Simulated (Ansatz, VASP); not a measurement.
**AlGaN2 in VASP and in Ansatz**

```
Al Ga N
1.0
     3.14088    0.00000    0.00000
     0.00000    3.14088    0.00000
     0.00000    0.00000    4.42384
Al Ga N
1 1 2
Direct
  0.50000 0.50000 0.50000
  0.00000 0.00000 0.00000
  0.50000 0.00000 0.73148
  0.00000 0.50000 0.26852
```

Change from the starting cell: mode 12 (706.6 1/cm) frozen in, largest displacement +0.030 Å.

Alike in both runs: task single point; functional r2SCAN; k mesh 8 × 8 × 6; occupations gaussian, width 0.05 eV; no spin polarisation.

|  | VASP | Ansatz |
| --- | --- | --- |
| version | VASP 6.6.1 | Ansatz 0.2.0 |
| potentials or method | VASP PAW PBE potentials, release 64 (Al, Ga_d, N), cutoff 520 eV | scalar-relativistic, plane waves, PAW |
| valence electrons in the cell | 26 | 26 |

```tsv
	VASP	Ansatz	Ansatz less VASP
gap on the k mesh at the Fermi level (eV)	3.31	3.30	-0.009
least direct gap on the mesh (eV)	3.31	3.30	-0.009
pressure (GPa)	0.1	-0.2	-0.29
traceless stress, the component that is largest in VASP (GPa)	-0.51	-0.58	-0.071
rms of the force components (eV/Å)	0.317	0.351	+0.0347
```

VASP's potentials were made for PBE, not for r2SCAN. Atom by atom the forces differ by 0.035 eV/Å (rms over components).
